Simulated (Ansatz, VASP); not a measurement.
**ReS in VASP and in Ansatz**

```
CELL_PARAMETERS angstrom
0.00000 2.70774 2.70774
2.70774 0.00000 2.70774
4.32775 4.32775 1.08773
ATOMIC_POSITIONS crystal
Re 0.00000 0.00000 0.00000
Re 0.00000 0.00000 0.50000
S 0.50000 0.50000 0.25000
S 0.50000 0.50000 0.75000
```

Alike in both runs: functional r2SCAN; k mesh 14 × 14 × 7; occupations gaussian, width 0.1 eV; collinear spin.

Ansatz relaxed the structure, and its values are those at the end. VASP's run is a single point on that final structure, the one shown.

|  | VASP | Ansatz |
| --- | --- | --- |
| version | VASP 6.6.1 | Ansatz 0.2.0 |
| potentials or method | VASP PAW PBE potentials, release 64 (Re, S), cutoff 520 eV | scalar-relativistic, plane waves, PAW |
| valence electrons in the cell | 26 | 42 |

|  | VASP | Ansatz | Ansatz less VASP |
| --- | --- | --- | --- |
| gap on the k mesh at the Fermi level (eV) | none | none | - |
| pressure (GPa) | 1.4 | 0.0 | -1.41 |
| net moment per atom (μB) | 0.00 | 0.00 | 0.000 |

VASP's potentials were made for PBE, not for r2SCAN. A gap of «none» marks a metal or a gap that the smearing closes. VASP's potentials hold 26 valence electrons a cell and Ansatz's 42, so a difference there can come from the potentials and not from the codes. Ansatz's warnings: seeded moment not kept.

Spin-orbit coupling is off throughout.
